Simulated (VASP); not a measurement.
# Pt (Fm-3m) in VASP: single point with PBE

Aim: the single point of Pt with PBE.

Everything below comes from runs of VASP 6.6.1. Logs are shortened: lines on timing, memory, paths and dates and some standing lists are left out, and cuts for length are marked.

## Step 1: The cell of the first run

Symmetry: Fm-3m, No. 225, cubic system. Conventional cell: a = 3.922 Å, b = 3.922 Å, c = 3.922 Å, α = 90.00°, β = 90.00°, γ = 90.00°. Within 3.7 Å of Pt (site symmetry m-3m) lie 12 Pt at 2.77 Å.

## Step 2: Single point, PBE

Input file INCAR:

```
  ALGO = Normal
  EDIFF = 1E-6
  ENCUT = 500
  GGA = PE
  GGA_COMPAT = False
  ISIF = 2
  ISMEAR = 0
  LASPH = True
  LCHARG = False
  LREAL = False
  LWAVE = False
  NBANDS = 11
  NELM = 120
  PREC = Accurate
  SIGMA = 0.1
```

Input file KPOINTS:

```
k-points
0
Gamma
  18 18 18
```

Input file POSCAR:

```
Pt
1.0
    0.0000000000      1.9609000000      1.9609000000
    1.9609000000      0.0000000000      1.9609000000
    1.9609000000      1.9609000000      0.0000000000
Pt
1
Direct
    0.0000000000      0.0000000000      0.0000000000
```

Potentials or basis: VASP PAW PBE potentials, release 64 (Pt).

Started as:

```console
cat potpaw_PBE.64/Pt/POTCAR > POTCAR
mpirun -np 1 vasp_std > vasp.out
```

OUTCAR:

```text
EDIFF = 1E-6
   ENCUT = 500
   GGA = PE
   ISIF = 2
   ISMEAR = 0
   LASPH = True
   LREAL = False
   NELM = 120
   PREC = Accurate

 ion  position               nearest neighbor table
   1  0.000  0.000  0.000-

  LATTYP: Found a face centered cubic cell.
 ALAT       =     3.9218000000

  Lattice vectors:

 A1 = (   0.0000000000,   1.9609000000,   1.9609000000)
 A2 = (   1.9609000000,   0.0000000000,   1.9609000000)
 A3 = (   1.9609000000,   1.9609000000,   0.0000000000)

Analysis of symmetry for initial positions (statically):
=====================================================================
 Subroutine PRICEL returns:
 Original cell was already a primitive cell.

 Routine SETGRP: Setting up the symmetry group for a
 face centered cubic supercell.

 Subroutine GETGRP returns: Found 48 space group operations
 (whereof 48 operations were pure point group operations)
 out of a pool of 48 trial point group operations.

The static configuration has the point symmetry O_h .

Analysis of symmetry for dynamics (positions and initial velocities):
=====================================================================
 Subroutine PRICEL returns:
 Original cell was already a primitive cell.

 Routine SETGRP: Setting up the symmetry group for a
 face centered cubic supercell.

 Subroutine GETGRP returns: Found 48 space group operations
 (whereof 48 operations were pure point group operations)
 out of a pool of 48 trial point group operations.

The dynamic configuration has the point symmetry O_h .

 Subroutine INISYM returns: Found 48 space group operations
 (whereof 48 operations are pure point group operations),
 and found     1 'primitive' translations

----------------------------------------------------------------------------------------

                                     Primitive cell

  volume of cell :      15.0798

  direct lattice vectors                    reciprocal lattice vectors
     0.000000000  1.960900000  1.960900000    -0.254984956  0.254984956  0.254984956
     1.960900000  0.000000000  1.960900000     0.254984956 -0.254984956  0.254984956
     1.960900000  1.960900000  0.000000000     0.254984956  0.254984956 -0.254984956

  length of vectors
     2.773131374  2.773131374  2.773131374     0.441646899  0.441646899  0.441646899

  position of ions in fractional coordinates (direct lattice)
     0.000000000  0.000000000  0.000000000

  ion indices of the primitive-cell ions
   primitive index   ion index
                 1           1

----------------------------------------------------------------------------------------

 KPOINTS: k-points

Automatic generation of k-mesh.
 Grid dimensions read from file:
 generate k-points for:   18   18   18

 Generating k-lattice:

  Cartesian coordinates                     Fractional coordinates (reciprocal lattice)
    -0.014165831  0.014165831  0.014165831     0.055555556  0.000000000  0.000000000
     0.014165831 -0.014165831  0.014165831     0.000000000  0.055555556  0.000000000
     0.014165831  0.014165831 -0.014165831     0.000000000  0.000000000  0.055555556

  Length of vectors
     0.024535939  0.024535939  0.024535939

  Shift w.r.t. Gamma in fractional coordinates (k-lattice)
     0.000000000  0.000000000  0.000000000

 Subroutine IBZKPT returns following result:
 ===========================================

 Found    195 irreducible k-points:

 Following reciprocal coordinates:
            Coordinates               Weight
  0.000000  0.000000  0.000000      1.000000
  0.055556  0.000000  0.000000      8.000000
  0.111111  0.000000  0.000000      8.000000
  0.166667  0.000000  0.000000      8.000000
  0.222222  0.000000  0.000000      8.000000
  0.277778  0.000000  0.000000      8.000000
[... 16 lines left out ...]
 -0.277778  0.055556  0.000000     24.000000
 -0.222222  0.055556  0.000000     24.000000
 [... further k-points ...]
   k-points           NKPTS =    195   k-points in BZ     NKDIM =    195   number of bands    NBANDS=     11
   number of dos      NEDOS =    301   number of ions     NIONS =      1
   total plane-waves  NPLWV =   8000
   dimension x,y,z NGX =    20 NGY =   20 NGZ =   20
   dimension x,y,z NGXF=    40 NGYF=   40 NGZF=   40
   ions per type =               1
   NGX,Y,Z   is equivalent  to a cutoff of  11.99, 11.99, 11.99 a.u.
   NGXF,Y,Z  is equivalent  to a cutoff of  23.98, 23.98, 23.98 a.u.
 SYSTEM =  unknown system
   PREC   = accura    normal or accurate (medium, high low for compatibility)
   ISTART =      0    job   : 0-new  1-cont  2-samecut
   ICHARG =      2    charge: 1-file 2-atom 10-const
   ISPIN  =      1    spin polarized calculation?
   LNONCOLLINEAR =      F non collinear calculations
   LSORBIT =      F    spin-orbit coupling
   LASPH  =      T    aspherical Exc in radial PAW
   ENCUT  =  500.0 eV  36.75 Ry    6.06 a.u.   5.06  5.06  5.06*2*pi/ulx,y,z
   NELM   =    120;   NELMIN=  2; NELMDL= -5     # of ELM steps
   EDIFF  = 0.1E-05   stopping-criterion for ELM
   LREAL  =      F    real-space projection
   EDIFFG = 0.1E-04   stopping-criterion for IOM
   NSW    =      0    number of steps for IOM
   IBRION =     -1    ionic relax: 0-MD 1-quasi-New 2-CG
   NFREE  =      0    steps in history (QN), initial steepest desc. (CG)
   ISIF   =      2    stress and relaxation
   ISYM   =      2    0-nonsym 1-usesym 2-fastsym
   POTIM  = 0.5000    time-step for ionic-motion
   TEBEG  =    0.0;   TEEND  =   0.0 temperature during run
   PSTRESS=    0.0 pullay stress
   NELECT =      10.0000    total number of electrons
   NUPDOWN=      -1.0000    fix difference up-down
   EMIN   =  10.00;   EMAX   =-10.00  energy-range for DOS
   EFERMI =   0.00;   METHOD = LEGACY
   ISMEAR =     0;   SIGMA  =   0.10  broadening in eV -4-tet -1-fermi 0-gaus
   EFERMI_NEDOS =   21; number of points for ismear=-14 and -15
   IALGO  =     38    algorithm
   IMIX   =      4    mixing-type and parameters
     AMIX     =   0.40;   BMIX     =  1.00
     AMIX_MAG =   1.60;   BMIX_MAG =  1.00
  volume/ion in A,a.u.               =      15.08       101.76
  Fermi-wavevector in a.u.,A,eV,Ry     =   1.427609  2.697791 27.729605  2.038068
  Thomas-Fermi vector in A             =   2.547760
   LORBIT       =      0    0 simple, 1 ext, 2 COOP (PROOUT), +10 PAW based schemes
   GGA     = PE    functional components
   LHFCALC =     F    Hartree Fock is set to
   AEXX    =    0.0000 exact exchange contribution
   IVDW    =     0    specifies the selected vdW correction
   LEPSILON=     F    determine dielectric tensor
   LRPA    =     F    only Hartree local field effects (RPA)
 non-spin polarized calculation
 Gauss-broadening in eV      SIGMA  =   0.10
  energy-cutoff  :      500.00
  volume of cell :       15.08
 maximum number of plane-waves:       392
   NGX = 11   NGY = 11   NGZ = 11

 number of electron      10.0000001 magnetization

 Free energy of the ion-electron system (eV)
  ---------------------------------------------------
  ext. energy  EPLUGINS =         0.00000000
  ---------------------------------------------------
  free energy    TOTEN  =        -6.08425916 eV

  energy without entropy =       -6.07359486  energy(sigma->0) =       -6.07892701

 E-fermi :  11.2689     XC(G=0): -13.4915

 val. band max:       11.2664428600   @ k =  -0.3889   0.3889   0.1667
 cond. band min:      11.2692665805   @ k =   0.5000   0.5000   0.0000
 fundamental gap:      0.0028237205
 Fermi energy:        11.2688605498

 k-point     1 :       0.0000    0.0000    0.0000
  band No.  band energies     occupation
      1       1.0491      2.00000
      2       7.4770      2.00000
      3       7.4770      2.00000
      4       7.4770      2.00000
      5       9.6320      2.00000
      6       9.6320      2.00000
      7      25.9065      0.00000
      8      30.8731      0.00000
      9      30.8731      0.00000
     10      30.8731      0.00000
     11      36.2181      0.00000

 k-point     2 :       0.0556    0.0000    0.0000
  band No.  band energies     occupation
      1       1.1737      2.00000
      2       7.4208      2.00000
      3       7.5268      2.00000
      4       7.5268      2.00000
      5       9.6037      2.00000
      6       9.6037      2.00000
      7      26.1014      0.00000
      8      30.2046      0.00000
      9      31.0649      0.00000
     10      31.0649      0.00000
     11      36.9588      0.00000

 k-point     3 :       0.1111    0.0000    0.0000
  band No.  band energies     occupation
      1       1.5361      2.00000
      2       7.2766      2.00000
      3       7.6573      2.00000
      4       7.6573      2.00000
      5       9.5433      2.00000
      6       9.5433      2.00000
      7      26.6324      0.00000
      8      28.8031      0.00000
      9      31.6225      0.00000
     10      31.6225      0.00000
     11      37.7846      0.00000

 k-point     4 :       0.1667    0.0000    0.0000
  band No.  band energies     occupation
      1       2.0969      2.00000
      2       7.1156      2.00000
      3       7.8041      2.00000
      4       7.8041      2.00000
      5       9.5271      2.00000
      6       9.5271      2.00000
      7      27.1737      0.00000
      8      27.3355      0.00000
      9      32.4894      0.00000
     10      32.4894      0.00000
     11      36.2164      0.00000
[... 239 lines left out ...]
 k-point    22 :      -0.3333    0.0556    0.0000
  band No.  band energies     occupation
      1       3.9458      2.00000
      2       7.5736      2.00000
      3       7.6863      2.00000
      4       8.1137      2.00000
      5      10.3227      2.00000
      6      11.0670      1.99569
      7      20.9452      0.00000
      8      26.5848      0.00000
      9      30.9107      0.00000
     10      32.8790      0.00000
     11      36.0613      0.00000

 k-point    23 :      -0.2778    0.0556    0.0000
  band No.  band energies     occupation
      1       3.6521      2.00000
      2       7.3113      2.00000
      3       7.7584      2.00000
      4       7.8321      2.00000
      5       9.8281      2.00000
      6      10.5611      2.00000
      7      23.0183      0.00000
      8      27.3021      0.00000
      9      31.8361      0.00000
     10      34.4568      0.00000
     11      34.6920      0.00000

 k-point    24 :      -0.2222    0.0556    0.0000
  band No.  band energies     occupation
      1       3.0947      2.00000
      2       6.9856      2.00000
      3       7.8682      2.00000
      4       7.9358      2.00000
      5       9.4379      2.00000
      6      10.1194      2.00000
      7      24.9585      0.00000
      8      27.8143      0.00000
      9      32.3388      0.00000
     10      33.7484      0.00000
     11      34.9927      0.00000

 [... further k-points ...]

------------------------ aborting loop because EDIFF is reached ----------------------------------------

  FORCE on cell =-STRESS in cart. coord.  units (eV):
  Direction    XX          YY          ZZ          XY          YZ          ZX
  --------------------------------------------------------------------------------------
  -------------------------------------------------------------------------------------
  Total        0.8978819      0.8978819      0.8978819      0.0000000     -0.0000000      0.0000000
  in kB       95.3967259     95.3967259     95.3967259      0.0000000     -0.0000000      0.0000000
  external PRESSURE =      95.3967259 kB  Pullay stress =       0.0000000 kB

 VOLUME and BASIS-vectors are now :
 -----------------------------------------------------------------------------
  energy-cutoff  :      500.00
  volume of cell :       15.08
      direct lattice vectors                 reciprocal lattice vectors
     0.000000000  1.960900000  1.960900000    -0.254984956  0.254984956  0.254984956
     1.960900000  0.000000000  1.960900000     0.254984956 -0.254984956  0.254984956
     1.960900000  1.960900000  0.000000000     0.254984956  0.254984956 -0.254984956

 POSITION                                       TOTAL-FORCE (eV/Angst)
 -----------------------------------------------------------------------------------
      0.00000      0.00000      0.00000         0.000000      0.000000      0.000000
 -----------------------------------------------------------------------------------
    total drift:                                0.000000     -0.000000      0.000000

  FREE ENERGIE OF THE ION-ELECTRON SYSTEM (eV)
  ---------------------------------------------------
  free  energy   TOTEN  =        -6.0842591631 eV

  energy  without entropy=       -6.0735948612  energy(sigma->0) =       -6.07892701
```

Run time: 12 s. Hardware: 1 thread of Intel Xeon 8259CL, shared host; peak memory 0.15 GiB.

Results:

| Quantity | Value |
| --- | --- |
| Free energy | -6.0843 eV |
| Pressure | 9.5 GPa |
| Band gap on the k mesh | zero (bands 5 and 6 overlap by 2.23 eV) |

Caveat: the cell stands under pressure; spin-orbit coupling is left out, which moves the levels of the heavy elements.
